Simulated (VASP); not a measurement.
# BAs (F-43m) in VASP: further runs

The runs below take BAs through single point, with LDA.

Program: VASP 6.6.1. These are calculated values, not measurements. Logs are shortened: lines on timing, memory, paths and dates and some standing lists are left out, and cuts for length are marked.

### Step 1. The cell of the first run

Symmetry: F-43m, No. 216, cubic system. The conventional cell has a = 4.733 Å, b = 4.733 Å, c = 4.733 Å, α = 90.00°, β = 90.00°, γ = 90.00°. B (site symmetry -43m) has 4 As at 2.05 Å within 2.7 Å. As (site symmetry -43m) has 4 B at 2.05 Å within 2.7 Å.

### Step 2. Single point, LDA

INCAR reads:

```
SYSTEM = BAs
ALGO = Normal ; EDIFF = 1E-6
ENCUT = 1230 ; GGA_COMPAT = .FALSE.
ISIF = 2 ; ISMEAR = 0
LASPH = .TRUE. ; LCHARG = .FALSE.
LREAL = .FALSE. ; LWAVE = .FALSE.
NBANDS = 16 ; NELM = 120
PREC = Accurate ; SIGMA = 0.02
```

KPOINTS reads:

```
k-points
0
G
  10 10 10
  0 0 0
```

POSCAR reads:

```
BAs
1.0
    0.0000000000      2.3662690277      2.3662690277
    2.3662690277      0.0000000000      2.3662690277
    2.3662690277      2.3662690277      0.0000000000
B As
1 1
Direct
    0.0000000000      0.0000000000      0.0000000000
    0.2500000000      0.2500000000      0.2500000000
```

Potentials or basis: VASP PAW LDA potentials, release 64 (B_h, As_d).

On the command line:

```bash
$ cat potpaw_LDA.64/B_h/POTCAR potpaw_LDA.64/As_d/POTCAR > POTCAR
$ mpirun -np 1 vasp_std > vasp.out
```

OUTCAR:

```text
SYSTEM = BAs
   EDIFF = 1E-6
   ENCUT = 1230
   ISIF = 2
   ISMEAR = 0
   LASPH = .TRUE.
   LREAL = .FALSE.
   NELM = 120
   PREC = Accurate

 ion  position               nearest neighbor table
   1  0.000  0.000  0.000-   2 2.05   2 2.05   2 2.05   2 2.05
   2  0.250  0.250  0.250-   1 2.05   1 2.05   1 2.05   1 2.05

  LATTYP: Found a face centered cubic cell.
 ALAT       =     4.7325380554

  Lattice vectors:

 A1 = (   0.0000000000,   2.3662690277,   2.3662690277)
 A2 = (   2.3662690277,   0.0000000000,   2.3662690277)
 A3 = (   2.3662690277,   2.3662690277,   0.0000000000)

Analysis of symmetry for initial positions (statically):
=====================================================================
 Subroutine PRICEL returns:
 Original cell was already a primitive cell.

 Routine SETGRP: Setting up the symmetry group for a
 face centered cubic supercell.

 Subroutine GETGRP returns: Found 24 space group operations
 (whereof 24 operations were pure point group operations)
 out of a pool of 48 trial point group operations.

The static configuration has the point symmetry T_d .

Analysis of symmetry for dynamics (positions and initial velocities):
=====================================================================
 Subroutine PRICEL returns:
 Original cell was already a primitive cell.

 Routine SETGRP: Setting up the symmetry group for a
 face centered cubic supercell.

 Subroutine GETGRP returns: Found 24 space group operations
 (whereof 24 operations were pure point group operations)
 out of a pool of 48 trial point group operations.

The dynamic configuration has the point symmetry T_d .

 Subroutine INISYM returns: Found 24 space group operations
 (whereof 24 operations are pure point group operations),
 and found     1 'primitive' translations

----------------------------------------------------------------------------------------

                                     Primitive cell

  volume of cell :      26.4986

  direct lattice vectors                    reciprocal lattice vectors
     0.000000000  2.366269028  2.366269028    -0.211303108  0.211303108  0.211303108
     2.366269028  0.000000000  2.366269028     0.211303108 -0.211303108  0.211303108
     2.366269028  2.366269028  0.000000000     0.211303108  0.211303108 -0.211303108

  length of vectors
     3.346409751  3.346409751  3.346409751     0.365987719  0.365987719  0.365987719

  position of ions in fractional coordinates (direct lattice)
     0.000000000  0.000000000  0.000000000
     0.250000000  0.250000000  0.250000000

  ion indices of the primitive-cell ions
   primitive index   ion index
                 1           1
                 2           2

----------------------------------------------------------------------------------------

 KPOINTS: k-points

Automatic generation of k-mesh.
 Grid dimensions read from file:
 generate k-points for:   10   10   10

 Generating k-lattice:

  Cartesian coordinates                     Fractional coordinates (reciprocal lattice)
    -0.021130311  0.021130311  0.021130311     0.100000000  0.000000000  0.000000000
     0.021130311 -0.021130311  0.021130311     0.000000000  0.100000000  0.000000000
     0.021130311  0.021130311 -0.021130311     0.000000000  0.000000000  0.100000000

  Length of vectors
     0.036598772  0.036598772  0.036598772

  Shift w.r.t. Gamma in fractional coordinates (k-lattice)
     0.000000000  0.000000000  0.000000000

 Subroutine IBZKPT returns following result:
 ===========================================

 Found     47 irreducible k-points:

 Following reciprocal coordinates:
            Coordinates               Weight
  0.000000  0.000000  0.000000      1.000000
  0.100000  0.000000  0.000000      8.000000
  0.200000  0.000000  0.000000      8.000000
  0.300000  0.000000  0.000000      8.000000
  0.400000  0.000000  0.000000      8.000000
  0.500000  0.000000  0.000000      4.000000
[... 16 lines left out ...]
  0.300000  0.300000  0.000000      6.000000
  0.400000  0.300000  0.000000     24.000000
 [... further k-points ...]
   k-points           NKPTS =     47   k-points in BZ     NKDIM =     47   number of bands    NBANDS=     16
   number of dos      NEDOS =    301   number of ions     NIONS =      2
   total plane-waves  NPLWV =  64000
   dimension x,y,z NGX =    40 NGY =   40 NGZ =   40
   dimension x,y,z NGXF=    80 NGYF=   80 NGZF=   80
   ions per type =               1   1
   NGX,Y,Z   is equivalent  to a cutoff of  19.87, 19.87, 19.87 a.u.
   NGXF,Y,Z  is equivalent  to a cutoff of  39.74, 39.74, 39.74 a.u.
 SYSTEM =  BAs
   PREC   = accura    normal or accurate (medium, high low for compatibility)
   ISTART =      0    job   : 0-new  1-cont  2-samecut
   ICHARG =      2    charge: 1-file 2-atom 10-const
   ISPIN  =      1    spin polarized calculation?
   LNONCOLLINEAR =      F non collinear calculations
   LSORBIT =      F    spin-orbit coupling
   LASPH  =      T    aspherical Exc in radial PAW
   ENCUT  = 1230.0 eV  90.40 Ry    9.51 a.u.   9.57  9.57  9.57*2*pi/ulx,y,z
   NELM   =    120;   NELMIN=  2; NELMDL= -5     # of ELM steps
   EDIFF  = 0.1E-05   stopping-criterion for ELM
   LREAL  =      F    real-space projection
   EDIFFG = 0.1E-04   stopping-criterion for IOM
   NSW    =      0    number of steps for IOM
   IBRION =     -1    ionic relax: 0-MD 1-quasi-New 2-CG
   NFREE  =      0    steps in history (QN), initial steepest desc. (CG)
   ISIF   =      2    stress and relaxation
   ISYM   =      2    0-nonsym 1-usesym 2-fastsym
   POTIM  = 0.5000    time-step for ionic-motion
   TEBEG  =    0.0;   TEEND  =   0.0 temperature during run
   PSTRESS=    0.0 pullay stress
   NELECT =      18.0000    total number of electrons
   NUPDOWN=      -1.0000    fix difference up-down
   EMIN   =  10.00;   EMAX   =-10.00  energy-range for DOS
   EFERMI =   0.00;   METHOD = LEGACY
   ISMEAR =     0;   SIGMA  =   0.02  broadening in eV -4-tet -1-fermi 0-gaus
   EFERMI_NEDOS =   21; number of points for ismear=-14 and -15
   IALGO  =     38    algorithm
   IMIX   =      4    mixing-type and parameters
     AMIX     =   0.40;   BMIX     =  1.00
     AMIX_MAG =   1.60;   BMIX_MAG =  1.00
  volume/ion in A,a.u.               =      13.25        89.41
  Fermi-wavevector in a.u.,A,eV,Ry     =   1.439102  2.719508 28.177860  2.071014
  Thomas-Fermi vector in A             =   2.557995
   LORBIT       =      0    0 simple, 1 ext, 2 COOP (PROOUT), +10 PAW based schemes
   GGA     = CA    functional components
   LHFCALC =     F    Hartree Fock is set to
   AEXX    =    0.0000 exact exchange contribution
   IVDW    =     0    specifies the selected vdW correction
   LEPSILON=     F    determine dielectric tensor
   LRPA    =     F    only Hartree local field effects (RPA)
 non-spin polarized calculation
 Gauss-broadening in eV      SIGMA  =   0.02
  energy-cutoff  :     1230.00
  volume of cell :       26.50
 maximum number of plane-waves:      2637
 NGX is ok and might be reduce to    40
   NGX = 19   NGY = 19   NGZ = 19

 number of electron      18.0000001 magnetization

 Free energy of the ion-electron system (eV)
  ---------------------------------------------------
  ext. energy  EPLUGINS =         0.00000000
  ---------------------------------------------------
  free energy    TOTEN  =       -12.94333304 eV

  energy without entropy =      -12.94333304  energy(sigma->0) =      -12.94333304

 E-fermi :   5.6019     XC(G=0): -11.6318

 val. band max:        5.4753580688   @ k =   0.0000   0.0000   0.0000
 cond. band min:       6.5776206357   @ k =   0.4000   0.4000   0.0000
 fundamental gap:      1.1022625669
 Fermi energy:         5.6019254487

 k-point     1 :       0.0000    0.0000    0.0000
  band No.  band energies     occupation
      1     -30.4400      2.00000
      2     -30.4400      2.00000
      3     -30.4400      2.00000
      4     -30.4129      2.00000
      5     -30.4129      2.00000
      6     -10.1588      2.00000
[... 8 lines left out ...]
     15      18.8576      0.00000
     16      18.8576      0.00000

 k-point     2 :       0.1000    0.0000    0.0000
  band No.  band energies     occupation
      1     -30.4396      2.00000
      2     -30.4391      2.00000
      3     -30.4391      2.00000
      4     -30.4128      2.00000
      5     -30.4128      2.00000
      6      -9.9910      2.00000
[... 8 lines left out ...]
     15      17.6015      0.00000
     16      17.6015      0.00000

 k-point     3 :       0.2000    0.0000    0.0000
  band No.  band energies     occupation
      1     -30.4387      2.00000
      2     -30.4370      2.00000
      3     -30.4370      2.00000
      4     -30.4126      2.00000
      5     -30.4126      2.00000
      6      -9.4953      2.00000
[... 8 lines left out ...]
     15      16.8285      0.00000
     16      16.8285      0.00000

 k-point     4 :       0.3000    0.0000    0.0000
  band No.  band energies     occupation
      1     -30.4375      2.00000
      2     -30.4349      2.00000
      3     -30.4349      2.00000
      4     -30.4118      2.00000
      5     -30.4118      2.00000
      6      -8.7075      2.00000
[... 8 lines left out ...]
     15      17.2899      0.00000
     16      17.2899      0.00000

 k-point     5 :       0.4000    0.0000    0.0000
  band No.  band energies     occupation
      1     -30.4366      2.00000
      2     -30.4336      2.00000
      3     -30.4336      2.00000
      4     -30.4107      2.00000
      5     -30.4107      2.00000
      6      -7.7599      2.00000
[... 8 lines left out ...]
     15      18.8632      0.00000
     16      18.8632      0.00000

 k-point     6 :       0.5000    0.0000    0.0000
  band No.  band energies     occupation
      1     -30.4363      2.00000
      2     -30.4332      2.00000
      3     -30.4332      2.00000
      4     -30.4102      2.00000
      5     -30.4102      2.00000
      6      -7.2008      2.00000
[... 8 lines left out ...]
     15      20.3083      0.00000
     16      20.3083      0.00000

 k-point     7 :       0.1000    0.1000    0.0000
  band No.  band energies     occupation
      1     -30.4405      2.00000
      2     -30.4383      2.00000
      3     -30.4383      2.00000
      4     -30.4135      2.00000
      5     -30.4122      2.00000
      6      -9.9348      2.00000
[... 8 lines left out ...]
     15      16.2627      0.00000
     16      19.1081      0.00000

 k-point     8 :       0.2000    0.1000    0.0000
  band No.  band energies     occupation
      1     -30.4404      2.00000
      2     -30.4363      2.00000
      3     -30.4362      2.00000
      4     -30.4139      2.00000
      5     -30.4116      2.00000
      6      -9.5476      2.00000
[... 8 lines left out ...]
     15      17.0753      0.00000
     16      18.4458      0.00000

 k-point     9 :       0.3000    0.1000    0.0000
  band No.  band energies     occupation
      1     -30.4391      2.00000
      2     -30.4344      2.00000
      3     -30.4339      2.00000
      4     -30.4137      2.00000
      5     -30.4108      2.00000
      6      -8.8530      2.00000
[... 8 lines left out ...]
     15      17.7538      0.00000
     16      18.5116      0.00000
[... 172 lines left out ...]
 k-point    19 :       0.5000    0.2000    0.0000
  band No.  band energies     occupation
      1     -30.4381      2.00000
      2     -30.4304      2.00000
      3     -30.4289      2.00000
      4     -30.4139      2.00000
      5     -30.4093      2.00000
      6      -6.9562      2.00000
[... 8 lines left out ...]
     15      20.5553      0.00000
     16      20.6025      0.00000

 k-point    20 :      -0.4000    0.2000    0.0000
  band No.  band energies     occupation
      1     -30.4361      2.00000
      2     -30.4316      2.00000
      3     -30.4294      2.00000
      4     -30.4123      2.00000
      5     -30.4107      2.00000
      6      -6.7789      2.00000
[... 8 lines left out ...]
     15      18.2590      0.00000
     16      20.6466      0.00000

 k-point    21 :      -0.3000    0.2000    0.0000
  band No.  band energies     occupation
      1     -30.4356      2.00000
      2     -30.4331      2.00000
      3     -30.4310      2.00000
      4     -30.4124      2.00000
      5     -30.4112      2.00000
      6      -7.5462      2.00000
[... 8 lines left out ...]
     15      17.6590      0.00000
     16      20.9573      0.00000

 k-point    22 :      -0.2000    0.2000    0.0000
  band No.  band energies     occupation
      1     -30.4370      2.00000
      2     -30.4337      2.00000
      3     -30.4335      2.00000
      4     -30.4134      2.00000
      5     -30.4109      2.00000
      6      -8.4386      2.00000
[... 8 lines left out ...]
     15      18.1523      0.00000
     16      19.8181      0.00000

 k-point    23 :       0.3000    0.3000    0.0000
  band No.  band energies     occupation
      1     -30.4437      2.00000
      2     -30.4283      2.00000
      3     -30.4283      2.00000
      4     -30.4172      2.00000
      5     -30.4085      2.00000
      6      -8.1999      2.00000
[... 8 lines left out ...]
     15      20.6452      0.00000
     16      21.1163      0.00000

 k-point    24 :       0.4000    0.3000    0.0000
  band No.  band energies     occupation
      1     -30.4435      2.00000
      2     -30.4265      2.00000
      3     -30.4262      2.00000
      4     -30.4177      2.00000
      5     -30.4078      2.00000
      6      -7.4551      2.00000
[... 8 lines left out ...]
     15      21.4836      0.00000
     16      21.8720      0.00000

 [... further k-points ...]

------------------------ aborting loop because EDIFF is reached ----------------------------------------

  FORCE on cell =-STRESS in cart. coord.  units (eV):
  Direction    XX          YY          ZZ          XY          YZ          ZX
  --------------------------------------------------------------------------------------
  -------------------------------------------------------------------------------------
  Total        0.0481399      0.0481399      0.0481399     -0.0000000      0.0000000     -0.0000000
  in kB        2.9106730      2.9106730      2.9106730     -0.0000000      0.0000000     -0.0000000
  external PRESSURE =       2.9106730 kB  Pullay stress =       0.0000000 kB

 VOLUME and BASIS-vectors are now :
 -----------------------------------------------------------------------------
  energy-cutoff  :     1230.00
  volume of cell :       26.50
      direct lattice vectors                 reciprocal lattice vectors
     0.000000000  2.366269028  2.366269028    -0.211303108  0.211303108  0.211303108
     2.366269028  0.000000000  2.366269028     0.211303108 -0.211303108  0.211303108
     2.366269028  2.366269028  0.000000000     0.211303108  0.211303108 -0.211303108

 POSITION                                       TOTAL-FORCE (eV/Angst)
 -----------------------------------------------------------------------------------
      0.00000      0.00000      0.00000        -0.000000     -0.000000     -0.000000
      1.18313      1.18313      1.18313         0.000000      0.000000      0.000000
 -----------------------------------------------------------------------------------
    total drift:                                0.000000      0.000000      0.000000

  FREE ENERGIE OF THE ION-ELECTRON SYSTEM (eV)
  ---------------------------------------------------
  free  energy   TOTEN  =       -12.9433330432 eV

  energy  without entropy=      -12.9433330432  energy(sigma->0) =      -12.94333304
```

Wall time 57 s (1 thread of Intel Xeon Platinum 8259CL at 2.50GHz (Skylake/Cascade Lake), shared host); peak memory 0.24 GiB.

What came out:

| Quantity | Value |
| --- | --- |
| Free energy | -12.9433 eV |
| Pressure | 0.3 GPa |
| Band gap on the k mesh | 1.10 eV (least direct gap 3.29 eV) |

A k mesh can miss the band edges.

### Step 3. Single point, LDA

INCAR reads:

```
PREC     = Accurate       # precision mode
ENCUT    = 560            # plane-wave cutoff, eV
EDIFF    = 1E-6           # SCF threshold, eV
ISMEAR   = 0              # smearing method
SIGMA    = 0.02           # smearing width, eV
LREAL    = F              # projectors in reciprocal space
LASPH    = T              # aspherical terms in the spheres
NELM     = 120            # most SCF steps
ALGO     = Normal         # electronic algorithm
ISIF     = 2              # what is computed and relaxed
LWAVE    = F              # write WAVECAR
LCHARG   = F              # write CHGCAR
GGA      = CA             # functional
NBANDS   = 16             # bands
GGA_COMPAT= F
```

KPOINTS reads:

```
regular mesh
0
Gamma
  10 10 10
```

POSCAR reads:

```
BAs
1.0
    0.0000000000      2.3662690287      2.3662690287
    2.3662690287      0.0000000000      2.3662690287
    2.3662690287      2.3662690287      0.0000000000
B As
1 1
Direct
    0.0000000000      0.0000000000      0.0000000000
    0.2500000000      0.2500000000      0.2500000000
```

Potentials or basis: VASP PAW LDA potentials, release 64 (B, As_d).

On the command line:

```bash
$ cat potpaw_LDA.64/B/POTCAR potpaw_LDA.64/As_d/POTCAR > POTCAR
$ mpirun -np 1 vasp_std > vasp.out
```

Wall time 16 s (1 thread of Intel Xeon Platinum 8259CL at 2.50GHz (Skylake/Cascade Lake), shared host); peak memory 0.15 GiB.

Results (log left out):

```
Free energy            : -12.9424 eV
Pressure               : 1.0 GPa
Band gap on the k mesh : 1.10 eV (least direct gap 3.29 eV)
```

Levels at points of the mesh, in eV from the valence-band top:
```tsv
k point	band 6	band 7	band 8	band 9	band 10	band 11	band 12	band 13
(0.00, 0.00, 0.00)	-15.63	0.00	0.00	0.00	3.29	3.29	3.29	5.04
(0.50, 0.00, 0.00)	-12.68	-8.95	-1.86	-1.86	2.86	4.79	4.79	8.77
(0.50, 0.50, 0.00)	-11.36	-8.57	-4.19	-4.19	1.32	1.39	11.53	11.53
```

A k mesh can miss the band edges. As with any semilocal functional, this LDA gap is likely too small.
